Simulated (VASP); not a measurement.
Set up this calculation in VASP 6.6.1, as the native input.

* Task: single point
* Functional: PBE
* Potentials or basis: VASP PAW PBE potentials, release 64 (C, Si)
* Cutoff: 600 eV
* k mesh: 16 × 16 × 16
* Occupations: gaussian, width 0.02 eV
* Spin: no spin polarisation
* Dipole correction: no
* Further INCAR settings: ALGO = Normal; EDIFF = 1e-06; NBANDS = 11

The structure of SiC (base) lies in POSCAR:

```
SiC
1.0
    0.0000000000      1.8992836160      1.8992836160
    1.8992836160      0.0000000000      1.8992836160
    1.8992836160      1.8992836160      0.0000000000
C Si
1 1
Direct
    0.0000000000      0.0000000000      0.0000000000
    0.5000000000      0.5000000000      0.5000000000
```

The input as run:

INCAR

```
SYSTEM = SiC
PREC = Accurate
ENCUT = 600
EDIFF = 1E-6
ISMEAR = 0
SIGMA = 0.02
LREAL = .FALSE.
LASPH = .TRUE.
NELM = 120
ALGO = Normal
ISIF = 2
LWAVE = .FALSE.
LCHARG = .TRUE.
GGA = PE
LELF = .TRUE.
LVHAR = .TRUE.
NBANDS = 11
GGA_COMPAT = .FALSE.
```

KPOINTS

```
regular mesh
0
G
  16 16 16
  0 0 0
```

Potentials or basis: VASP PAW PBE potentials, release 64 (C, Si).

Launch:

```bash
$ cat potpaw_PBE.64/C/POTCAR potpaw_PBE.64/Si/POTCAR > POTCAR
$ mpirun -np 1 vasp_std > vasp.out
```

It gave:

- Pressure: 74.7 GPa
- Band gap on the k mesh: 0.44 eV, indirect (least direct gap 5.57 eV)

Wall time 17 s on 1 thread of AMD EPYC 7R13 Processor (Zen 3), on a shared host, peak memory 0.12 GiB.
